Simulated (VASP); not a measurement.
# Si5Ni in VASP: further runs, part 3 of 3

VASP 6.6.1. Earlier steps stand in the parts before.

### 5 Single point, PBE

This run uses another cell than the first one, of 15.03 Å³/atom.

File INCAR:

```
PREC     = Accurate       # precision mode
ENCUT    = 400            # plane-wave cutoff, eV
EDIFF    = 1E-6           # SCF threshold, eV
ISMEAR   = -1             # smearing method
SIGMA    = 0.0844         # smearing width, eV
LREAL    = Auto         
LASPH    = True           # aspherical terms in the spheres
NELM     = 120            # most SCF steps
ALGO     = Normal         # electronic algorithm
ISIF     = 2              # what is computed and relaxed
LWAVE    = False          # write WAVECAR
LCHARG   = False          # write CHGCAR
GGA      = PE             # functional
NBANDS   = 78             # bands
ISYM     = -1           
GGA_COMPAT= False
```

File KPOINTS:

```
explicit points
1
Reciprocal
  0.25000000   0.25000000   0.25000000 1
```

File POSCAR:

```
Si5Ni
1.0
    7.1614510000     -0.0505580000     -0.0272950000
   -0.0505580000      7.1365650000     -0.2213880000
   -0.0272950000     -0.2213880000      7.0643700000
Si Ni
20 4
Direct
    0.6338642701      0.3947594014      0.7109970627
    0.3375792092      0.3532697563      0.8964408588
    0.7780143928      0.9119680204      0.4477623169
    0.4321358303      0.6333401044      0.1620137460
    0.7588035642      0.5040345466      0.0654539249
    0.9020233622      0.2371886874      0.4822979907
    0.8349706764      0.8303190361      0.1194840015
    0.5162427021      0.0841775494      0.5441277487
    0.7314427558      0.7806227843      0.7569785058
    0.8652043221      0.1929845254      0.1182431286
    0.9470823657      0.1783439131      0.8075927245
    0.1891173709      0.1315006222      0.1721698635
    0.0442767523      0.7091881516      0.7396100828
    0.2570328946      0.3340342165      0.5382442992
    0.3823307375      0.7794978088      0.8913351337
    0.5168378674     -0.0335163870      0.2107559434
    0.1856135562      0.9774092973      0.4879475468
    0.4429266944      0.6218675158      0.6056582101
    0.8278827070      0.5779932040      0.4685934935
    0.1040430307      0.5224070560      0.0696907874
    0.1643011476      0.5997554730      0.4318805873
    0.5687030707      0.0973952646      0.8700884712
    0.1906588572      0.7990713866      0.1778938320
    0.2290005499      0.0186432671      0.8100623220
```

Potentials or basis: VASP PAW PBE potentials, release 64 (Si, Ni).

The run is started by

```sh
cat potpaw_PBE.64/Si/POTCAR potpaw_PBE.64/Ni/POTCAR > POTCAR
mpirun -np 1 vasp_std > vasp.out
```

OUTCAR:

```text
PREC = Accurate
   ENCUT = 400
   EDIFF = 1E-6
   ISMEAR = -1
   LREAL = Auto
   LASPH = True
   NELM = 120
   ISIF = 2
   GGA = PE
   ISYM = -1

 ion  position               nearest neighbor table
   1  0.634  0.395  0.711-  18 2.29  22 2.50   2 2.53   8 2.57  19 2.62   5 2.72   6 2.73   9 2.83
                            11 2.84  14 2.97
   2  0.338  0.353  0.896-  20 2.38  22 2.48   1 2.53  24 2.54  14 2.59   4 2.73  12 2.79  18 2.99
                            15 3.06  11 3.09
   3  0.778  0.912  0.448-   8 2.34   7 2.40  19 2.43   9 2.45   6 2.47  16 2.55  17 2.96
   4  0.432  0.633  0.162-  23 2.11  15 2.26  16 2.45  20 2.54   5 2.61   2 2.73  21 2.73  18 3.14

   5  0.759  0.504  0.065-   7 2.39  10 2.41  20 2.47   4 2.61   1 2.72  19 2.90   9 3.04
   6  0.902  0.237  0.482-  11 2.38   3 2.47  19 2.51  10 2.58  14 2.65   1 2.73  17 2.77   8 3.00
                            12 3.08
   7  0.835  0.830  0.119-   5 2.39   3 2.40  16 2.56  23 2.59  10 2.60   9 2.66  20 2.95  19 3.14

   8  0.516  0.084  0.544-  22 2.33   3 2.34  16 2.45  17 2.50   1 2.57  14 2.59  24 2.85   6 3.00
                             9 3.13
   9  0.731  0.781  0.757-  13 2.31   3 2.45  19 2.53  18 2.54  22 2.64   7 2.66  15 2.68   1 2.83
                             5 3.04   8 3.13
  10  0.865  0.193  0.118-  11 2.27  12 2.40   5 2.41   6 2.58   7 2.60  22 2.79  20 2.93  16 3.05

  11  0.947  0.178  0.808-  10 2.27  24 2.33   6 2.38  22 2.81   1 2.84   2 3.09  17 3.13  12 3.13

  12  0.189  0.132  0.172-  23 2.38  10 2.40  17 2.55  24 2.65  16 2.66   2 2.79  14 2.92  20 3.00
                             6 3.08  11 3.13
  13  0.044  0.709  0.740-   9 2.31  21 2.43  19 2.58  24 2.58  15 2.67  20 2.79  17 2.87  18 3.07

  14  0.257  0.334  0.538-  21 2.19  18 2.45   2 2.59  17 2.59   8 2.59   6 2.65  12 2.92   1 2.97
                            24 3.06
  15  0.382  0.779  0.891-  24 2.15   4 2.26  18 2.30  23 2.45  22 2.63  13 2.67   9 2.68  16 2.71
                            20 3.03   2 3.06
  16  0.517  0.966  0.211-   4 2.45   8 2.45   3 2.55   7 2.56  23 2.61  12 2.66  22 2.66  15 2.71
                            10 3.05  17 3.09
  17  0.186  0.977  0.488-  24 2.30  23 2.47   8 2.50  12 2.55  14 2.59  21 2.70   6 2.77  13 2.87
                             3 2.96  16 3.09  11 3.13
  18  0.443  0.622  0.606-   1 2.29  15 2.30  21 2.33  14 2.45   9 2.54  19 2.94   2 2.99  13 3.07
                             4 3.14
  19  0.828  0.578  0.469-  21 2.43   3 2.43   6 2.51   9 2.53  13 2.58   1 2.62   5 2.90  18 2.94
                             7 3.14
  20  0.104  0.522  0.070-  23 2.15   2 2.38   5 2.47   4 2.54  21 2.62  13 2.79  10 2.93   7 2.95
                            12 3.00  15 3.03
  21  0.164  0.600  0.432-  14 2.19  18 2.33  23 2.37  19 2.43  13 2.43  20 2.62  17 2.70   4 2.73

  22  0.569  0.097  0.870-   8 2.33   2 2.48   1 2.50  24 2.52  15 2.63   9 2.64  16 2.66  10 2.79
                            11 2.81
  23  0.191  0.799  0.178-   4 2.11  20 2.15  21 2.37  12 2.38  15 2.45  17 2.47   7 2.59  16 2.61

  24  0.229  0.019  0.810-  15 2.15  17 2.30  11 2.33  22 2.52   2 2.54  13 2.58  12 2.65   8 2.85
                            14 3.06

IMPORTANT INFORMATION: All symmetrisations will be switched off!
NOSYMM: (Re-)initialisation of all symmetry stuff for point group C_1.

----------------------------------------------------------------------------------------

                                     Primitive cell

  volume of cell :     360.6720

  direct lattice vectors                    reciprocal lattice vectors
     7.161451000 -0.050558000 -0.027295000     0.139645793  0.001007018  0.000571116
    -0.050558000  7.136565000 -0.221388000     0.001007018  0.140267054  0.004399675
    -0.027295000 -0.221388000  7.064370000     0.000571116  0.004399675  0.141695526

  length of vectors
     7.161681475  7.140177082  7.067890857     0.139650591  0.140339651  0.141764965

  position of ions in fractional coordinates (direct lattice)
     0.633864270  0.394759401  0.710997063
     0.337579209  0.353269756  0.896440859
     0.778014393  0.911968020  0.447762317
     0.432135830  0.633340104  0.162013746
     0.758803564  0.504034547  0.065453925
     0.902023362  0.237188687  0.482297991
[... 16 lines left out ...]
     0.190658857  0.799071387  0.177893832
     0.229000550  0.018643267  0.810062322

  ion indices of the primitive-cell ions
   primitive index   ion index
                 1           1
                 2           2
                 3           3
                 4           4
                 5           5
                 6           6
[... 16 lines left out ...]
                23          23
                24          24

----------------------------------------------------------------------------------------

 KPOINTS: explicit points

Read explicit list of k-points.

 Found      1 k-points:

 Following reciprocal coordinates:
            Coordinates               Weight
  0.250000  0.250000  0.250000      1.000000
   k-points           NKPTS =      1   k-points in BZ     NKDIM =      1   number of bands    NBANDS=     78
   number of dos      NEDOS =    301   number of ions     NIONS =     24
   total plane-waves  NPLWV = 110592
   dimension x,y,z NGX =    48 NGY =   48 NGZ =   48
   dimension x,y,z NGXF=    96 NGYF=   96 NGZF=   96
   ions per type =              20   4
   NGX,Y,Z   is equivalent  to a cutoff of  11.14, 11.18, 11.29 a.u.
   NGXF,Y,Z  is equivalent  to a cutoff of  22.28, 22.35, 22.58 a.u.
 SYSTEM =  unknown system
   PREC   = accura    normal or accurate (medium, high low for compatibility)
   ISTART =      0    job   : 0-new  1-cont  2-samecut
   ICHARG =      2    charge: 1-file 2-atom 10-const
   ISPIN  =      1    spin polarized calculation?
   LNONCOLLINEAR =      F non collinear calculations
   LSORBIT =      F    spin-orbit coupling
   LASPH  =      T    aspherical Exc in radial PAW
   ENCUT  =  400.0 eV  29.40 Ry    5.42 a.u.  11.68 11.64 11.53*2*pi/ulx,y,z
   NELM   =    120;   NELMIN=  2; NELMDL= -5     # of ELM steps
   EDIFF  = 0.1E-05   stopping-criterion for ELM
   LREAL  =      T    real-space projection
   EDIFFG = 0.1E-04   stopping-criterion for IOM
   NSW    =      0    number of steps for IOM
   IBRION =     -1    ionic relax: 0-MD 1-quasi-New 2-CG
   NFREE  =      0    steps in history (QN), initial steepest desc. (CG)
   ISIF   =      2    stress and relaxation
   ISYM   =     -1    0-nonsym 1-usesym 2-fastsym
   POTIM  = 0.5000    time-step for ionic-motion
   TEBEG  =    0.0;   TEEND  =   0.0 temperature during run
   PSTRESS=    0.0 pullay stress
   NELECT =     120.0000    total number of electrons
   NUPDOWN=      -1.0000    fix difference up-down
   EMIN   =  10.00;   EMAX   =-10.00  energy-range for DOS
   EFERMI =   0.00;   METHOD = LEGACY
   ISMEAR =    -1;   SIGMA  =   0.08  broadening in eV -4-tet -1-fermi 0-gaus
   EFERMI_NEDOS =   21; number of points for ismear=-14 and -15
   IALGO  =     38    algorithm
   IMIX   =      4    mixing-type and parameters
     AMIX     =   0.40;   BMIX     =  1.00
     AMIX_MAG =   1.60;   BMIX_MAG =  1.00
  volume/ion in A,a.u.               =      15.03       101.41
  Fermi-wavevector in a.u.,A,eV,Ry     =   1.134395  2.143696 17.508696  1.286853
  Thomas-Fermi vector in A             =   2.271099
   LORBIT       =      0    0 simple, 1 ext, 2 COOP (PROOUT), +10 PAW based schemes
   GGA     = PE    functional components
   LHFCALC =     F    Hartree Fock is set to
   AEXX    =    0.0000 exact exchange contribution
   IVDW    =     0    specifies the selected vdW correction
   LEPSILON=     F    determine dielectric tensor
   LRPA    =     F    only Hartree local field effects (RPA)
 non-spin polarized calculation
  energy-cutoff  :      400.00
  volume of cell :      360.67
 maximum number of plane-waves:      6559
 NGX is ok and might be reduce to    48
   NGX = 23   NGY = 23   NGZ = 23

 number of electron     119.9999973 magnetization

 Free energy of the ion-electron system (eV)
  ---------------------------------------------------
  ext. energy  EPLUGINS =         0.00000000
  ---------------------------------------------------
  free energy    TOTEN  =      -122.35479323 eV

  energy without entropy =     -122.14918585  energy(sigma->0) =     -122.25198954

 E-fermi :   8.8195     XC(G=0): -10.9506

 val. band max:        8.6769031814   @ k =   0.2500   0.2500   0.2500
 cond. band min:       8.9341036392   @ k =   0.2500   0.2500   0.2500
 fundamental gap:      0.2572004578
 Fermi energy:         8.8195308173

 k-point     1 :       0.2500    0.2500    0.2500
  band No.  band energies     occupation
      1      -4.2927      2.00000
      2      -3.4109      2.00000
      3      -3.0272      2.00000
      4      -2.5412      2.00000
      5      -1.9379      2.00000
      6      -1.4534      2.00000
[... 64 lines left out ...]
     71      10.7219      0.00000
     72      10.8866      0.00000
 [bands above 72 left out]

------------------------ aborting loop because EDIFF is reached ----------------------------------------

  FORCE on cell =-STRESS in cart. coord.  units (eV):
  Direction    XX          YY          ZZ          XY          YZ          ZX
  --------------------------------------------------------------------------------------
  -------------------------------------------------------------------------------------
  Total        5.2575521     10.3822763      7.4950656      2.6037519      9.4352133      7.9278237
  in kB       23.3551026     46.1201567     33.2945870     11.5663890     41.9131125     35.2169851
  external PRESSURE =      34.2566154 kB  Pullay stress =       0.0000000 kB

 VOLUME and BASIS-vectors are now :
 -----------------------------------------------------------------------------
  energy-cutoff  :      400.00
  volume of cell :      360.67
      direct lattice vectors                 reciprocal lattice vectors
     7.161451000 -0.050558000 -0.027295000     0.139645793  0.001007018  0.000571116
    -0.050558000  7.136565000 -0.221388000     0.001007018  0.140267054  0.004399675
    -0.027295000 -0.221388000  7.064370000     0.000571116  0.004399675  0.141695526

 POSITION                                       TOTAL-FORCE (eV/Angst)
 -----------------------------------------------------------------------------------
      4.50002      2.62777      4.91805         0.946032     -0.888923      0.870866
      2.37523      2.30560      6.24537         0.022165     -0.944238     -0.454366
      5.51338      6.36986      2.94002         0.806908      0.177815      0.361036
      3.05828      4.46216      0.99252         2.046262     -1.941797      0.667005
      5.40687      3.54422      0.33009        -1.139272     -0.510118     -0.319789
      6.43464      1.54033      3.33000         0.631289      0.589132     -0.140039
[... 16 lines left out ...]
      1.32014      5.65360      1.07460        -1.208083      3.055028      0.314740
      1.61692     -0.05787      5.71220        -0.842765      0.811118      0.083293
 -----------------------------------------------------------------------------------
    total drift:                               -0.004356      0.001587     -0.003275

  FREE ENERGIE OF THE ION-ELECTRON SYSTEM (eV)
  ---------------------------------------------------
  free  energy   TOTEN  =      -122.3547932289 eV

  energy  without entropy=     -122.1491858531  energy(sigma->0) =     -122.25198954
```

It took 1.8 min on 1 thread of AMD EPYC 7R43 (Zen 3), shared host; peak memory 0.28 GiB.

What came out:

```
Free energy   : -122.3548 eV
Pressure      : 3.4 GPa
Largest force : 3.300 eV/Å
```

Forces on the atoms (eV/Å):
```
Si   0.946 -0.889  0.871
Si   0.022 -0.944 -0.454
Si   0.807  0.178  0.361
Si   2.046 -1.942  0.667
Si  -1.139 -0.510 -0.320
Si   0.631  0.589 -0.140
Si   0.724  0.695 -0.253
Si  -1.111  0.888  0.492
Si  -0.718  1.174  0.854
Si  -1.288 -0.133  0.764
Si   0.491 -0.245 -0.765
Si   0.347 -0.265 -0.314
Si   1.501  0.160 -0.414
Si  -0.592 -1.616  0.441
Si   0.469  0.562  0.239
Si  -0.203  0.354 -0.863
Si  -0.287 -0.521 -0.412
Si  -0.407 -0.095 -1.260
Si   0.284 -0.640 -0.511
Si  -0.493 -0.607 -0.194
Ni  -0.380  0.218  0.256
Ni   0.399 -0.277  0.556
Ni  -1.208  3.055  0.315
Ni  -0.843  0.811  0.083
```

Caveat: the atoms stand as in a frame of molecular dynamics. Spin polarisation is off, so any magnetic state and its effect on volume and gap are missing.

### 6 Overview

```csv
cell,k mesh,cutoff (eV),smearing,mended,gap on the mesh (eV),pressure (GPa),largest force (eV/Å)
"a = 7.319, b = 7.338, c = 7.282 Å, angles 92.0, 95.2, 84.2°, 24 atoms, atomic positions A","2 × 2 × 2, shifted",520,gaussian 0.1 eV,-,0.05,0.0,0.04
"a = 7.162, b = 7.140, c = 7.068 Å, angles 93.6, 90.4, 90.8°, 24 atoms, atomic positions B",3 × 3 × 3,520,fermi-dirac 0.1525 eV,-,none,5.3,3.98
"a = 7.162, b = 7.140, c = 7.068 Å, angles 93.6, 90.4, 90.8°, 24 atoms, atomic positions C","1 × 1 × 1, shifted",400,fermi-dirac 0.0844 eV,yes,-,4.7,3.35
"a = 7.162, b = 7.140, c = 7.068 Å, angles 93.6, 90.4, 90.8°, 24 atoms, atomic positions D","1 × 1 × 1, shifted",400,fermi-dirac 0.0844 eV,yes,-,3.4,3.30
```

Alike in all rows: task single point; level PBE; potentials or basis VASP PAW PBE potentials, release 64 (Si, Ni); no spin polarisation.

Caveats: the atoms stand as in a frame of molecular dynamics.

Absolute energies hang on the potentials; compare differences alone.
